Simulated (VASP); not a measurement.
# KF in VASP: a series of runs

KF is run at these levels: PBE; tasks: relaxation of shape and atoms at fixed volume.

All numbers are computed with VASP 6.6.1; they aren't measurements. Logs are shortened: lines on timing, memory, paths and dates and some standing lists are left out, and cuts for length are marked.

### 1 The cell of the first run

The typed cell holds 2 atoms: a = 4.079 Å, b = 4.079 Å, c = 4.079 Å, α = 59.99°, β = 59.99°, γ = 59.99°.

### 2 Relaxation of shape and atoms at fixed volume, PBE (23.99 Å³/atom)

Input file INCAR:

```
ALGO = Normal
EDIFF = 1E-6
EDIFFG = -0.01
ENCUT = 600
GGA = PE
IBRION = 2
ISIF = 4
ISMEAR = 0
LASPH = T
LCHARG = F
LREAL = F
LWAVE = F
NELM = 60
NSW = 50
PREC = Accurate
SIGMA = 0.02
```

Input file KPOINTS:

```
k-points
0
Gamma
  8 8 8
```

Input file POSCAR:

```
KF
1.0
    2.0393709495      1.1774313667      3.3307238328
   -2.0393709495      1.1774313667      3.3307238328
    0.0000000000     -2.3548627333      3.3307238328
K F
1 1
Direct
    0.2493696479      0.2493696479      0.2493696479
   -0.0006130279     -0.0006130279     -0.0006130279
```

Potentials or basis: VASP PAW PBE potentials, release 64 (K_sv, F).

On the command line:

```console
$ cat potpaw_PBE.64/K_sv/POTCAR potpaw_PBE.64/F/POTCAR > POTCAR
$ mpirun -np 1 vasp_std > vasp.out
```

OUTCAR:

```text
EDIFF = 1E-6
   EDIFFG = -0.01
   ENCUT = 600
   GGA = PE
   IBRION = 2
   ISIF = 4
   ISMEAR = 0
   LASPH = T
   LREAL = F
   NELM = 60
   NSW = 50
   PREC = Accurate

 ion  position               nearest neighbor table
   1  0.249  0.249  0.249-   2 2.50   2 2.50   2 2.50   2 2.50
   2  0.999  0.999  0.999-   1 2.50   1 2.50   1 2.50   1 2.50

  LATTYP: Found a trigonal (rhomboedric) cell.
 ALAT       =     4.0791052626
 COS(alpha) =     0.5000890753

  Lattice vectors:

 A1 = (   2.0393709495,   1.1774313667,   3.3307238328)
 A2 = (  -2.0393709495,   1.1774313667,   3.3307238328)
 A3 = (   0.0000000000,  -2.3548627333,   3.3307238328)

Analysis of symmetry for initial positions (statically):
=====================================================================
 Subroutine PRICEL returns:
 Original cell was already a primitive cell.

 Routine SETGRP: Setting up the symmetry group for a
 trigonal (rhombohedral) supercell.

 Subroutine GETGRP returns: Found  6 space group operations
 (whereof  6 operations were pure point group operations)
 out of a pool of 12 trial point group operations.

The static configuration has the point symmetry C_3v.

Analysis of symmetry for dynamics (positions and initial velocities):
=====================================================================
 Subroutine PRICEL returns:
 Original cell was already a primitive cell.

 Routine SETGRP: Setting up the symmetry group for a
 trigonal (rhombohedral) supercell.

 Subroutine GETGRP returns: Found  6 space group operations
 (whereof  6 operations were pure point group operations)
 out of a pool of 12 trial point group operations.

The dynamic configuration has the point symmetry C_3v.

 Subroutine INISYM returns: Found  6 space group operations
 (whereof  6 operations are pure point group operations),
 and found     1 'primitive' translations

----------------------------------------------------------------------------------------

                                     Primitive cell

  volume of cell :      47.9868

  direct lattice vectors                    reciprocal lattice vectors
     2.039370949  1.177431367  3.330723833     0.245173640  0.141551067  0.100078346
    -2.039370949  1.177431367  3.330723833    -0.245173640  0.141551067  0.100078346
     0.000000000 -2.354862733  3.330723833     0.000000000 -0.283102135  0.100078346

  length of vectors
     4.079105263  4.079105263  4.079105263     0.300270701  0.300270701  0.300270701

  position of ions in fractional coordinates (direct lattice)
     0.249369648  0.249369648  0.249369648
     0.999386972  0.999386972  0.999386972

  ion indices of the primitive-cell ions
   primitive index   ion index
                 1           1
                 2           2

----------------------------------------------------------------------------------------

 KPOINTS: k-points

Automatic generation of k-mesh.
 Grid dimensions read from file:
 generate k-points for:    8    8    8

 Generating k-lattice:

  Cartesian coordinates                     Fractional coordinates (reciprocal lattice)
     0.030646705  0.017693883  0.012509793     0.125000000  0.000000000 -0.000000000
    -0.030646705  0.017693883  0.012509793     0.000000000  0.125000000 -0.000000000
     0.000000000 -0.035387767  0.012509793     0.000000000  0.000000000  0.125000000

  Length of vectors
     0.037533838  0.037533838  0.037533838

  Shift w.r.t. Gamma in fractional coordinates (k-lattice)
     0.000000000  0.000000000  0.000000000

 Subroutine IBZKPT returns following result:
 ===========================================

 Found     65 irreducible k-points:

 Following reciprocal coordinates:
            Coordinates               Weight
  0.000000  0.000000  0.000000      1.000000
  0.125000  0.000000  0.000000      6.000000
  0.250000  0.000000  0.000000      6.000000
  0.375000 -0.000000  0.000000      6.000000
  0.500000  0.000000  0.000000      3.000000
  0.125000  0.125000  0.000000      6.000000
[... 16 lines left out ...]
  0.250000  0.125000  0.125000      6.000000
  0.375000  0.125000  0.125000      6.000000
 [... further k-points ...]
   k-points           NKPTS =     65   k-points in BZ     NKDIM =     65   number of bands    NBANDS=     12
   number of dos      NEDOS =    301   number of ions     NIONS =      2
   total plane-waves  NPLWV =  46656
   dimension x,y,z NGX =    36 NGY =   36 NGZ =   36
   dimension x,y,z NGXF=    72 NGYF=   72 NGZF=   72
   ions per type =               1   1
   NGX,Y,Z   is equivalent  to a cutoff of  14.67, 14.67, 14.67 a.u.
   NGXF,Y,Z  is equivalent  to a cutoff of  29.34, 29.34, 29.34 a.u.
 SYSTEM =  unknown system
   PREC   = accura    normal or accurate (medium, high low for compatibility)
   ISTART =      0    job   : 0-new  1-cont  2-samecut
   ICHARG =      2    charge: 1-file 2-atom 10-const
   ISPIN  =      1    spin polarized calculation?
   LNONCOLLINEAR =      F non collinear calculations
   LSORBIT =      F    spin-orbit coupling
   LASPH  =      T    aspherical Exc in radial PAW
   ENCUT  =  600.0 eV  44.10 Ry    6.64 a.u.   8.15  8.15  8.15*2*pi/ulx,y,z
   NELM   =     60;   NELMIN=  2; NELMDL= -5     # of ELM steps
   EDIFF  = 0.1E-05   stopping-criterion for ELM
   LREAL  =      F    real-space projection
   EDIFFG = -.1E-01   stopping-criterion for IOM
   NSW    =     50    number of steps for IOM
   IBRION =      2    ionic relax: 0-MD 1-quasi-New 2-CG
   NFREE  =      1    steps in history (QN), initial steepest desc. (CG)
   ISIF   =      4    stress and relaxation
   ISYM   =      2    0-nonsym 1-usesym 2-fastsym
   POTIM  = 0.5000    time-step for ionic-motion
   TEBEG  =    0.0;   TEEND  =   0.0 temperature during run
   PSTRESS=    0.0 pullay stress
   NELECT =      16.0000    total number of electrons
   NUPDOWN=      -1.0000    fix difference up-down
   EMIN   =  10.00;   EMAX   =-10.00  energy-range for DOS
   EFERMI =   0.00;   METHOD = LEGACY
   ISMEAR =     0;   SIGMA  =   0.02  broadening in eV -4-tet -1-fermi 0-gaus
   EFERMI_NEDOS =   21; number of points for ismear=-14 and -15
   IALGO  =     38    algorithm
   IMIX   =      4    mixing-type and parameters
     AMIX     =   0.40;   BMIX     =  1.00
     AMIX_MAG =   1.60;   BMIX_MAG =  1.00
  volume/ion in A,a.u.               =      23.99       161.92
  Fermi-wavevector in a.u.,A,eV,Ry     =   1.135205  2.145226 17.533694  1.288690
  Thomas-Fermi vector in A             =   2.271909
   LORBIT       =      0    0 simple, 1 ext, 2 COOP (PROOUT), +10 PAW based schemes
   GGA     = PE    functional components
   LHFCALC =     F    Hartree Fock is set to
   AEXX    =    0.0000 exact exchange contribution
   IVDW    =     0    specifies the selected vdW correction
   LEPSILON=     F    determine dielectric tensor
   LRPA    =     F    only Hartree local field effects (RPA)
 conjugate gradient relaxation of ions
 non-spin polarized calculation
 Gauss-broadening in eV      SIGMA  =   0.02
  energy-cutoff  :      600.00
  volume of cell :       47.99
 maximum number of plane-waves:      1639
 NGX is ok and might be reduce to    36
   NGX = 17   NGY = 17   NGZ = 17

 number of electron      15.9999999 magnetization

 Free energy of the ion-electron system (eV)
  ---------------------------------------------------
  ext. energy  EPLUGINS =         0.00000000
  ---------------------------------------------------
  free energy    TOTEN  =        -8.09368481 eV

  energy without entropy =       -8.09368481  energy(sigma->0) =       -8.09368481

 E-fermi :  -3.4362     XC(G=0):  -7.2183

 val. band max:       -3.5439957992   @ k =  -0.2500   0.5000   0.2500
 cond. band min:       1.7605485150   @ k =   0.0000   0.0000   0.0000
 fundamental gap:      5.3045443142
 Fermi energy:        -3.4362360605

 k-point     1 :       0.0000    0.0000    0.0000
  band No.  band energies     occupation
      1     -29.5832      2.00000
      2     -22.1078      2.00000
      3     -12.9712      2.00000
      4     -12.9712      2.00000
      5     -12.9712      2.00000
      6      -3.7991      2.00000
      7      -3.7989      2.00000
      8      -3.7989      2.00000
      9       1.7605      0.00000
     10       8.4546      0.00000
     11       8.4895      0.00000
     12       8.6151      0.00000

 k-point     2 :       0.1250    0.0000    0.0000
  band No.  band energies     occupation
      1     -29.5753      2.00000
      2     -22.1231      2.00000
      3     -12.9897      2.00000
      4     -12.9799      2.00000
      5     -12.9799      2.00000
      6      -3.8260      2.00000
      7      -3.7819      2.00000
      8      -3.7818      2.00000
      9       2.0882      0.00000
     10       8.0889      0.00000
     11       8.0894      0.00000
     12       8.3359      0.00000

 k-point     3 :       0.2500    0.0000    0.0000
  band No.  band energies     occupation
      1     -29.5561      2.00000
      2     -22.1601      2.00000
      3     -13.0363      2.00000
      4     -13.0008      2.00000
      5     -13.0008      2.00000
      6      -3.8577      2.00000
      7      -3.7423      2.00000
      8      -3.7423      2.00000
      9       2.9228      0.00000
     10       7.6282      0.00000
     11       7.7705      0.00000
     12       7.7714      0.00000
[... 286 lines left out ...]
 k-point    23 :       0.2500    0.1250    0.1250
  band No.  band energies     occupation
      1     -29.5636      2.00000
      2     -22.1456      2.00000
      3     -13.0313      2.00000
      4     -12.9863      2.00000
      5     -12.9850      2.00000
      6      -3.8595      2.00000
      7      -3.7656      2.00000
      8      -3.7416      2.00000
      9       2.5803      0.00000
     10       7.6475      0.00000
     11       7.6746      0.00000
     12       8.4356      0.00000

 k-point    24 :       0.3750    0.1250    0.1250
  band No.  band energies     occupation
      1     -29.5443      2.00000
      2     -22.1824      2.00000
      3     -13.0976      2.00000
      4     -13.0059      2.00000
      5     -12.9878      2.00000
      6      -3.8626      2.00000
      7      -3.7256      2.00000
      8      -3.7089      2.00000
      9       3.4535      0.00000
     10       7.0052      0.00000
     11       7.4907      0.00000
     12       7.9799      0.00000

 [... further k-points ...]
[... 5 lines left out ...]
  --------------------------------------------------------------------------------------
  -------------------------------------------------------------------------------------
  Total        0.7219158      0.7219158      0.7212905      0.0000000      0.0000000      0.0000000
  in kB       24.1032386     24.1032386     24.0823633      0.0000000      0.0000000      0.0000000
  external PRESSURE =      24.0962802 kB  Pullay stress =       0.0000000 kB

 VOLUME and BASIS-vectors are now :
 -----------------------------------------------------------------------------
  energy-cutoff  :      600.00
  volume of cell :       47.99
      direct lattice vectors                 reciprocal lattice vectors
     2.039370949  1.177431367  3.330723833     0.245173640  0.141551067  0.100078346
    -2.039370949  1.177431367  3.330723833    -0.245173640  0.141551067  0.100078346
     0.000000000 -2.354862733  3.330723833     0.000000000 -0.283102135  0.100078346

 POSITION                                       TOTAL-FORCE (eV/Angst)
 -----------------------------------------------------------------------------------
      0.00000      0.00000      2.49174         0.000000     -0.000000     -0.000102
      0.00000      0.00000      9.98605         0.000000      0.000000      0.000102
 -----------------------------------------------------------------------------------
    total drift:                                0.000000      0.000000     -0.000143

  FREE ENERGIE OF THE ION-ELECTRON SYSTEM (eV)
  ---------------------------------------------------
  free  energy   TOTEN  =        -8.0936848105 eV

  energy  without entropy=       -8.0936848105  energy(sigma->0) =       -8.09368481

 reached required accuracy - stopping structural energy minimisation
```

Run time: 26 s. Hardware: 1 thread of AMD EPYC 9R45 (Zen 5), shared host; peak memory 0.19 GiB.

What came out:

```
Free energy             : -8.0937 eV
Pressure after relaxing : 2.4 GPa
Band gap on the k mesh  : 5.30 eV (least direct gap 5.56 eV)
```

Final structure:
```xyz
2
Lattice="2.0394 1.1774 3.3307 -2.0394 1.1774 3.3307 0.0000 -2.3549 3.3307" Properties=species:S:1:pos:R:3 pbc="T T T"
K     0.0000    0.0000    2.4917
F     0.0000    0.0000    9.9860
```

### 3 Relaxation of shape and atoms at fixed volume, PBE (24.78 Å³/atom)

This run uses another cell than the first one, of 24.78 Å³/atom.

Input file INCAR:

```
PREC = Accurate
ENCUT = 600
EDIFF = 1E-6
ISMEAR = 0
SIGMA = 0.02
LREAL = F
LASPH = T
NELM = 80
ALGO = Normal
ISIF = 4
LWAVE = F
LCHARG = F
GGA = PE
IBRION = 2
NSW = 50
EDIFFG = -0.01
```

Input file KPOINTS:

```
Automatic mesh
0
Gamma
  8 8 8
```

Input file POSCAR:

```
KF
1.0
    2.0615397618      1.1902305364      3.3669301893
   -2.0615397618      1.1902305364      3.3669301893
    0.0000000000     -2.3804610728      3.3669301893
K F
1 1
Direct
    0.2493696479      0.2493696479      0.2493696479
   -0.0006130279     -0.0006130279     -0.0006130279
```

Potentials or basis: VASP PAW PBE potentials, release 64 (K_sv, F).

On the command line:

```console
$ cat potpaw_PBE.64/K_sv/POTCAR potpaw_PBE.64/F/POTCAR > POTCAR
$ mpirun -np 1 vasp_std > vasp.out
```

Wall time 25 s (1 thread of AMD EPYC 9R45 (Zen 5), shared host); peak memory 0.19 GiB.

It converged, with:

| Quantity | Value |
| --- | --- |
| Free energy | -8.1144 eV |
| Pressure after relaxing | 1.5 GPa |
| Band gap on the k mesh | 5.22 eV (least direct gap 5.44 eV) |

Final structure:
```
CELL_PARAMETERS angstrom
2.06154 1.19023 3.36693
-2.06154 1.19023 3.36693
0.00000 -2.38046 3.36693
ATOMIC_POSITIONS crystal
K 0.24937 0.24937 0.24937
F 0.99939 0.99939 0.99939
```

Levels at points of the mesh, in eV from the valence-band top:
| k point | band 4 | band 5 | band 6 | band 7 | band 8 | band 9 | band 10 | band 11 | band 12 |
| --- | --- | --- | --- | --- | --- | --- | --- | --- | --- |
| (0.00, 0.00, 0.00) | -9.53 | -9.53 | -0.23 | -0.23 | -0.23 | 5.22 | 11.84 | 11.84 | 12.00 |
| (0.50, 0.00, 0.00) | -9.58 | -9.58 | -0.28 | -0.13 | -0.13 | 8.08 | 9.32 | 10.97 | 10.97 |
| (0.50, 0.50, 0.00) | -9.66 | -9.55 | -0.47 | 0.00 | 0.00 | 8.31 | 8.44 | 12.47 | 13.02 |
| (0.50, 0.50, 0.50) | -9.58 | -9.58 | -0.28 | -0.13 | -0.13 | 8.08 | 9.32 | 10.97 | 10.97 |

A k mesh can miss the band edges.
